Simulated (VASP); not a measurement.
Write the native input for VASP 6.6.1 that does the following.

```
Task                               : single point
Functional                         : B3LYP
Potentials or basis                : VASP PAW PBE potentials, release 64 (Ga_d, N)
Cutoff                             : 520 eV
k mesh                             : 5 × 5 × 5
Occupations                        : fermi-dirac, width 0.05 eV
Spin                               : no spin polarisation
Dipole correction                  : no
Grid for exact exchange (PRECFOCK) : Normal
Further INCAR settings             : ALGO = Normal; EDIFF = 1e-06; NBANDS = 16
Share of exact exchange            : 0.2
```

GaN:

```
CELL_PARAMETERS angstrom
0.00000 2.26904 2.26904
2.26904 0.00000 2.26904
2.26904 2.26904 0.00000
ATOMIC_POSITIONS crystal
Ga 0.00000 0.00000 0.00000
N 0.25000 0.25000 0.25000
```

One way to write it, as run:

POSCAR

```
GaN
1.0
    0.0000000000      2.2690397976      2.2690397976
    2.2690397976      0.0000000000      2.2690397976
    2.2690397976      2.2690397976      0.0000000000
Ga N
1 1
Direct
    0.0000000000      0.0000000000      0.0000000000
    0.2500000000      0.2500000000      0.2500000000
```

INCAR.step1

```
PREC     = Accurate       # precision mode
ENCUT    = 520            # plane-wave cutoff, eV
EDIFF    = 1E-5           # SCF threshold, eV
ISMEAR   = -1             # smearing method
SIGMA    = 0.05           # smearing width, eV
LREAL    = False          # projectors in reciprocal space
LASPH    = True           # aspherical terms in the spheres
NELM     = 100            # most SCF steps
ALGO     = Normal         # electronic algorithm
ISIF     = 2              # what is computed and relaxed
LWAVE    = True           # write WAVECAR
GGA      = PE             # functional
NBANDS   = 16             # bands
```

INCAR.step2

```
PREC     = Accurate       # precision mode
ENCUT    = 520            # plane-wave cutoff, eV
EDIFF    = 1E-6           # SCF threshold, eV
ISMEAR   = -1             # smearing method
SIGMA    = 0.05           # smearing width, eV
LREAL    = False          # projectors in reciprocal space
LASPH    = True           # aspherical terms in the spheres
NELM     = 100            # most SCF steps
ALGO     = Normal         # electronic algorithm
ISIF     = 2              # what is computed and relaxed
LWAVE    = False          # write WAVECAR
LCHARG   = True           # write CHGCAR
GGA      = B3             # functional
LHFCALC  = True           # exact exchange
AEXX     = 0.2            # exact-exchange fraction
AGGAX    = 0.72         
AGGAC    = 0.81         
ALDAC    = 0.19         
PRECFOCK = Normal       
LELF     = True           # ELF
LVHAR    = True         
ISTART   = 1            
NBANDS   = 16             # bands
```

KPOINTS

```
regular mesh
0
Gamma
  5 5 5
```

Potentials or basis: VASP PAW PBE potentials, release 64 (Ga_d, N).

Command:

```sh
$ cat potpaw_PBE.64/Ga_d/POTCAR potpaw_PBE.64/N/POTCAR > POTCAR
$ cp INCAR.step1 INCAR
$ mpirun -np 1 vasp_std > vasp.out
$ cp INCAR.step2 INCAR
$ mpirun -np 1 vasp_std > vasp.out
```

Results of the run:

```
Pressure               : 1.2 GPa
Band gap on the k mesh : 3.27 eV
```

Caveat: the k points lie up to 0.48 Å⁻¹ apart; the PAW data sets were made with another functional, which shifts forces and pressure a little.

Run time: 12 min on 1 thread of Oxide Virtual Turin-like Processor, with other jobs on the host, peak memory 0.11 GiB.
